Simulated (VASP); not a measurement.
# Be in VASP: further runs

Runs on Be. Level: PBE. Tasks: single point.

All numbers are computed with VASP 6.6.1; they aren't measurements. Logs are shortened: lines on timing, memory, paths and dates and some standing lists are left out, and cuts for length are marked.

### Step 1. The cell of the first run

Symmetry: P4_2/mnm, No. 136, tetragonal system. Conventional cell: a = 3.720 Å, b = 3.720 Å, c = 2.231 Å, α = 90.00°, β = 90.00°, γ = 90.00°. Within 2.9 Å of Be (site symmetry m2m) lie 13 Be at 2.19 to 2.67 Å.

### Step 2. Single point, PBE (strained)

INCAR

```
SYSTEM = Be
PREC     = Accurate       ! precision mode
ENCUT    = 520            ! plane-wave cutoff, eV
EDIFF    = 1E-6           ! SCF threshold, eV
ISMEAR   = 0              ! smearing method
SIGMA    = 0.1            ! smearing width, eV
LREAL    = .FALSE.        ! projectors in reciprocal space
LASPH    = .TRUE.         ! aspherical terms in the spheres
NELM     = 60             ! most SCF steps
ALGO     = Fast           ! electronic algorithm
ISIF     = 2              ! what is computed and relaxed
LWAVE    = .FALSE.        ! write WAVECAR
LCHARG   = .TRUE.         ! write CHGCAR
GGA      = PE             ! functional
LELF     = .TRUE.         ! ELF
LVHAR    = .TRUE.       
NBANDS   = 12             ! bands
```

KPOINTS

```
Automatic mesh
0
G
  12 12 18
  0 0 0
```

POSCAR

```
Be
1.0
    3.7202865569      0.0000000000      0.0000000000
    0.0000000000      3.7202865569      0.0000000000
    0.0000000000      0.0000000000      2.2309093376
Be
4
Direct
    0.2917463356      0.2917463356      0.0000000000
    0.7082536644      0.7082536644      0.0000000000
    0.2082536644      0.7917463356      0.5000000000
    0.7917463356      0.2082536644      0.5000000000
```

Potentials or basis: VASP PAW PBE potentials, release 64 (Be).

Run with:

```
$ cat potpaw_PBE.64/Be/POTCAR > POTCAR
$ mpirun -np 1 vasp_std > vasp.out
```

OUTCAR:

```text
SYSTEM = Be
   PREC = Accurate
   ENCUT = 520
   EDIFF = 1E-6
   ISMEAR = 0
   LREAL = .FALSE.
   LASPH = .TRUE.
   NELM = 60
   ISIF = 2
   GGA = PE

 ion  position               nearest neighbor table
   1  0.292  0.292  0.000-   3 2.19   4 2.19   3 2.19   4 2.19   3 2.19   3 2.19   4 2.19   4 2.19
                             2 2.19
   2  0.708  0.708  0.000-   3 2.19   4 2.19   3 2.19   4 2.19   4 2.19   4 2.19   3 2.19   3 2.19
                             1 2.19
   3  0.208  0.792  0.500-   1 2.19   2 2.19   1 2.19   2 2.19   1 2.19   1 2.19   2 2.19   2 2.19
                             4 2.19
   4  0.792  0.208  0.500-   1 2.19   2 2.19   1 2.19   2 2.19   2 2.19   2 2.19   1 2.19   1 2.19
                             3 2.19

  LATTYP: Found a simple tetragonal cell.
 ALAT       =     3.7202865569
 C/A-ratio  =     0.5996606185

  Lattice vectors:

 A1 = (   3.7202865569,   0.0000000000,   0.0000000000)
 A2 = (   0.0000000000,   3.7202865569,   0.0000000000)
 A3 = (   0.0000000000,   0.0000000000,   2.2309093376)

Analysis of symmetry for initial positions (statically):
=====================================================================
 Subroutine PRICEL returns:
 Original cell was already a primitive cell.

 Routine SETGRP: Setting up the symmetry group for a
 simple tetragonal supercell.

 Subroutine GETGRP returns: Found 16 space group operations
 (whereof  8 operations were pure point group operations)
 out of a pool of 16 trial point group operations.

The static configuration has the point symmetry D_2h.
 The point group associated with its full space group is D_4h.

Analysis of symmetry for dynamics (positions and initial velocities):
=====================================================================
 Subroutine PRICEL returns:
 Original cell was already a primitive cell.

 Routine SETGRP: Setting up the symmetry group for a
 simple tetragonal supercell.

 Subroutine GETGRP returns: Found 16 space group operations
 (whereof  8 operations were pure point group operations)
 out of a pool of 16 trial point group operations.

The dynamic configuration has the point symmetry D_2h.
 The point group associated with its full space group is D_4h.

 Subroutine INISYM returns: Found 16 space group operations
 (whereof  8 operations are pure point group operations),
 and found     1 'primitive' translations

----------------------------------------------------------------------------------------

                                     Primitive cell

  volume of cell :      30.8770

  direct lattice vectors                    reciprocal lattice vectors
     3.720286557  0.000000000  0.000000000     0.268796499  0.000000000  0.000000000
     0.000000000  3.720286557  0.000000000     0.000000000  0.268796499  0.000000000
     0.000000000  0.000000000  2.230909338     0.000000000  0.000000000  0.448247709

  length of vectors
     3.720286557  3.720286557  2.230909338     0.268796499  0.268796499  0.448247709

  position of ions in fractional coordinates (direct lattice)
     0.291746336  0.291746336  0.000000000
     0.708253664  0.708253664  0.000000000
     0.208253664  0.791746336  0.500000000
     0.791746336  0.208253664  0.500000000

  ion indices of the primitive-cell ions
   primitive index   ion index
                 1           1
                 2           2
                 3           3
                 4           4

----------------------------------------------------------------------------------------

 KPOINTS: Automatic mesh

Automatic generation of k-mesh.
 Grid dimensions read from file:
 generate k-points for:   12   12   18

 Generating k-lattice:

  Cartesian coordinates                     Fractional coordinates (reciprocal lattice)
     0.022399708  0.000000000  0.000000000     0.083333333  0.000000000  0.000000000
     0.000000000  0.022399708  0.000000000     0.000000000  0.083333333  0.000000000
     0.000000000  0.000000000  0.024902651     0.000000000  0.000000000  0.055555556

  Length of vectors
     0.022399708  0.022399708  0.024902651

  Shift w.r.t. Gamma in fractional coordinates (k-lattice)
     0.000000000  0.000000000  0.000000000

 Subroutine IBZKPT returns following result:
 ===========================================

 Found    280 irreducible k-points:

 Following reciprocal coordinates:
            Coordinates               Weight
  0.000000  0.000000  0.000000      1.000000
  0.083333  0.000000  0.000000      4.000000
  0.166667  0.000000  0.000000      4.000000
  0.250000  0.000000  0.000000      4.000000
  0.333333  0.000000  0.000000      4.000000
  0.416667  0.000000  0.000000      4.000000
[... 16 lines left out ...]
  0.333333  0.333333  0.000000      4.000000
  0.416667  0.333333  0.000000      8.000000
 [... further k-points ...]
   k-points           NKPTS =    280   k-points in BZ     NKDIM =    280   number of bands    NBANDS=     12
   number of dos      NEDOS =    301   number of ions     NIONS =      4
   total plane-waves  NPLWV =  14112
   dimension x,y,z NGX =    28 NGY =   28 NGZ =   18
   dimension x,y,z NGXF=    56 NGYF=   56 NGZF=   36
   ions per type =               4
   NGX,Y,Z   is equivalent  to a cutoff of  12.51, 12.51, 13.41 a.u.
   NGXF,Y,Z  is equivalent  to a cutoff of  25.02, 25.02, 26.83 a.u.
 SYSTEM =  Be
   PREC   = accura    normal or accurate (medium, high low for compatibility)
   ISTART =      0    job   : 0-new  1-cont  2-samecut
   ICHARG =      2    charge: 1-file 2-atom 10-const
   ISPIN  =      1    spin polarized calculation?
   LNONCOLLINEAR =      F non collinear calculations
   LSORBIT =      F    spin-orbit coupling
   LASPH  =      T    aspherical Exc in radial PAW
   ENCUT  =  520.0 eV  38.22 Ry    6.18 a.u.   6.92  6.92  4.15*2*pi/ulx,y,z
   NELM   =     60;   NELMIN=  2; NELMDL= -5     # of ELM steps
   EDIFF  = 0.1E-05   stopping-criterion for ELM
   LREAL  =      F    real-space projection
   EDIFFG = 0.1E-04   stopping-criterion for IOM
   NSW    =      0    number of steps for IOM
   IBRION =     -1    ionic relax: 0-MD 1-quasi-New 2-CG
   NFREE  =      0    steps in history (QN), initial steepest desc. (CG)
   ISIF   =      2    stress and relaxation
   ISYM   =      2    0-nonsym 1-usesym 2-fastsym
   POTIM  = 0.5000    time-step for ionic-motion
   TEBEG  =    0.0;   TEEND  =   0.0 temperature during run
   PSTRESS=    0.0 pullay stress
   NELECT =       8.0000    total number of electrons
   NUPDOWN=      -1.0000    fix difference up-down
   EMIN   =  10.00;   EMAX   =-10.00  energy-range for DOS
   EFERMI =   0.00;   METHOD = LEGACY
   ISMEAR =     0;   SIGMA  =   0.10  broadening in eV -4-tet -1-fermi 0-gaus
   EFERMI_NEDOS =   21; number of points for ismear=-14 and -15
   IALGO  =     68    algorithm
   IMIX   =      4    mixing-type and parameters
     AMIX     =   0.40;   BMIX     =  1.00
     AMIX_MAG =   1.60;   BMIX_MAG =  1.00
  volume/ion in A,a.u.               =       7.72        52.09
  Fermi-wavevector in a.u.,A,eV,Ry     =   1.043662  1.972235 14.819883  1.089231
  Thomas-Fermi vector in A             =   2.178381
   LORBIT       =      0    0 simple, 1 ext, 2 COOP (PROOUT), +10 PAW based schemes
   GGA     = PE    functional components
   LHFCALC =     F    Hartree Fock is set to
   AEXX    =    0.0000 exact exchange contribution
   IVDW    =     0    specifies the selected vdW correction
   LEPSILON=     F    determine dielectric tensor
   LRPA    =     F    only Hartree local field effects (RPA)
 non-spin polarized calculation
 RMM-DIIS sequential band-by-band and
 Gauss-broadening in eV      SIGMA  =   0.10
  energy-cutoff  :      520.00
  volume of cell :       30.88
 maximum number of plane-waves:       860
 NGX is ok and might be reduce to    28
   NGX = 13   NGY = 13   NGZ =  9

 number of electron       8.0000000 magnetization

 Free energy of the ion-electron system (eV)
  ---------------------------------------------------
  ext. energy  EPLUGINS =         0.00000000
  ---------------------------------------------------
  free energy    TOTEN  =       -14.82785985 eV

  energy without entropy =      -14.82597996  energy(sigma->0) =      -14.82691991

 E-fermi :   7.1393     XC(G=0): -10.6841

 val. band max:        7.1370009071   @ k =   0.1667   0.0000   0.2778
 cond. band min:       7.1424345387   @ k =   0.2500   0.0000   0.3889
 fundamental gap:      0.0054336317
 Fermi energy:         7.1393197385

 k-point     1 :       0.0000    0.0000    0.0000
  band No.  band energies     occupation
      1      -4.2602      2.00000
      2       1.9445      2.00000
      3       2.3920      2.00000
      4       6.1827      2.00000
      5       6.1827      2.00000
      6      11.5951      0.00000
      7      11.5951      0.00000
      8      14.8078      0.00000
      9      17.0677      0.00000
     10      17.9717      0.00000
     11      23.9202      0.00000
     12      23.9202      0.00000

 k-point     2 :       0.0833    0.0000    0.0000
  band No.  band energies     occupation
      1      -4.2052      2.00000
      2       1.7253      2.00000
      3       2.3072      2.00000
      4       6.1646      2.00000
      5       6.6066      2.00000
      6      11.0499      0.00000
      7      11.5356      0.00000
      8      15.5110      0.00000
      9      17.1353      0.00000
     10      18.2376      0.00000
     11      23.6429      0.00000
     12      23.9784      0.00000
[... 301 lines left out ...]
 k-point    23 :       0.3333    0.3333    0.0000
  band No.  band energies     occupation
      1      -2.4885      2.00000
      2       0.1151      2.00000
      3       0.1756      2.00000
      4       2.8383      2.00000
      5      11.8336      0.00000
      6      12.8042      0.00000
      7      13.7168      0.00000
      8      18.5160      0.00000
      9      19.1955      0.00000
     10      19.6507      0.00000
     11      21.9258      0.00000
     12      22.3922      0.00000

 k-point    24 :       0.4167    0.3333    0.0000
  band No.  band energies     occupation
      1      -1.9883      2.00000
      2      -0.6657      2.00000
      3       0.6617      2.00000
      4       2.0163      2.00000
      5      12.6010      0.00000
      6      13.2938      0.00000
      7      14.7744      0.00000
      8      18.1533      0.00000
      9      19.4537      0.00000
     10      19.7761      0.00000
     11      21.2459      0.00000
     12      22.1897      0.00000

 [... further k-points ...]

------------------------ aborting loop because EDIFF is reached ----------------------------------------

  FORCE on cell =-STRESS in cart. coord.  units (eV):
  Direction    XX          YY          ZZ          XY          YZ          ZX
  --------------------------------------------------------------------------------------
  -------------------------------------------------------------------------------------
  Total        0.5933182      0.5933182      1.5498018      0.0000000      0.0000000      0.0000000
  in kB       30.7867293     30.7867293     80.4177745      0.0000000      0.0000000      0.0000000
  external PRESSURE =      47.3304110 kB  Pullay stress =       0.0000000 kB

 VOLUME and BASIS-vectors are now :
 -----------------------------------------------------------------------------
  energy-cutoff  :      520.00
  volume of cell :       30.88
      direct lattice vectors                 reciprocal lattice vectors
     3.720286557  0.000000000  0.000000000     0.268796499  0.000000000  0.000000000
     0.000000000  3.720286557  0.000000000     0.000000000  0.268796499  0.000000000
     0.000000000  0.000000000  2.230909338     0.000000000  0.000000000  0.448247709

 POSITION                                       TOTAL-FORCE (eV/Angst)
 -----------------------------------------------------------------------------------
      1.08538      1.08538      0.00000         0.170038      0.170038      0.000000
      2.63491      2.63491      0.00000        -0.170038     -0.170038     -0.000000
      0.77476      2.94552      1.11545        -0.170038      0.170038      0.000000
      2.94552      0.77476      1.11545         0.170038     -0.170038     -0.000000
 -----------------------------------------------------------------------------------
    total drift:                                0.000000     -0.000000      0.000000

  FREE ENERGIE OF THE ION-ELECTRON SYSTEM (eV)
  ---------------------------------------------------
  free  energy   TOTEN  =       -14.8278598525 eV

  energy  without entropy=      -14.8259799593  energy(sigma->0) =      -14.82691991
```

It took 63 s on 1 thread of Intel Xeon Platinum 8259CL at 2.50GHz (Skylake/Cascade Lake), shared host; peak memory 0.19 GiB.

What came out:

* Free energy: -14.8279 eV
* Pressure: 4.7 GPa
* Largest force: 0.240 eV/Å
* Band gap on the k mesh: zero (bands 4 and 5 overlap by 1.86 eV)

Forces in eV/Å, atoms in the order of the input:
```
Be   0.170  0.170  0.000
Be  -0.170 -0.170  0.000
Be  -0.170  0.170  0.000
Be   0.170 -0.170  0.000
```

Caveat: the cell differs from its parent crystal (strained); the cell stands under pressure.

### Step 3. Single point, PBE (strained)

INCAR

```
SYSTEM = Be
PREC = Accurate ; ENCUT = 520
EDIFF = 1E-6 ; ISMEAR = 0
SIGMA = 0.1 ; LREAL = .False.
LASPH = .True. ; NELM = 60
ALGO = Normal ; ISIF = 2
LWAVE = .False. ; LCHARG = .False.
GGA = PE ; NBANDS = 12
```

KPOINTS

```
regular mesh
0
Gamma
  12 12 18
  0 0 0
```

POSCAR

```
Be
1.0
    3.7035008302      0.0000000000      0.0000000000
    0.0000000000      3.7035008302      0.0000000000
    0.0000000000      0.0000000000      2.3917852032
Be
4
Direct
    0.3087313288      0.3087313288      0.0000000000
    0.6912686712      0.6912686712      0.0000000000
    0.1912686712      0.8087313288      0.5000000000
    0.8087313288      0.1912686712      0.5000000000
```

Potentials or basis: VASP PAW PBE potentials, release 64 (Be).

Run with:

```
$ cat potpaw_PBE.64/Be/POTCAR > POTCAR
$ mpirun -np 1 vasp_std > vasp.out
```

Wall time 57 s (1 thread of Intel Xeon Platinum 8259CL at 2.50GHz (Skylake/Cascade Lake), shared host); peak memory 0.2 GiB.

Results (log left out):

```
Free energy            : -14.6779 eV
Pressure               : -1.1 GPa
Largest force          : 0.834 eV/Å
Band gap on the k mesh : zero (bands 4 and 5 overlap by 2.19 eV)
```

Forces in eV/Å, atoms in the order of the input:
```
Be  -0.590 -0.590  0.000
Be   0.590  0.590  0.000
Be   0.590 -0.590  0.000
Be  -0.590  0.590  0.000
```

Stress tensor (GPa, compression positive):
```
  5.74   0.00   0.00
  0.00   5.74   0.00
  0.00   0.00 -14.81
```

Levels at points of the mesh, in eV from the Fermi level:
```csv
k point,band 1,band 2,band 3,band 4,band 5,band 6,band 7,band 8,band 9
"(0.00, 0.00, 0.00)",-10.94,-4.57,-3.71,-0.86,-0.86,6.15,6.15,7.20,7.37
"(0.50, 0.00, 0.00)",-8.91,-8.91,-2.28,-2.28,2.16,2.16,9.73,9.73,9.82
"(0.50, 0.50, 0.00)",-6.89,-6.89,-6.84,-6.84,9.23,9.23,10.64,10.64,11.72
"(0.00, 0.00, 0.50)",-6.02,-6.02,1.33,1.33,1.45,1.45,2.65,2.65,6.93
"(0.50, 0.00, 0.50)",-4.64,-4.64,-3.43,-3.43,3.35,3.35,4.89,4.89,6.98
"(0.50, 0.50, 0.50)",-3.83,-3.83,-3.35,-3.35,1.29,1.29,1.32,1.32,12.58
```

Caveat: the cell differs from its parent crystal (strained); the stress differs along the axes, from -15 to 6 GPa.

(Part 1 of 2 ends here.)

The gap in the log of VASP goes by the Fermi energy; the results here count the filled bands.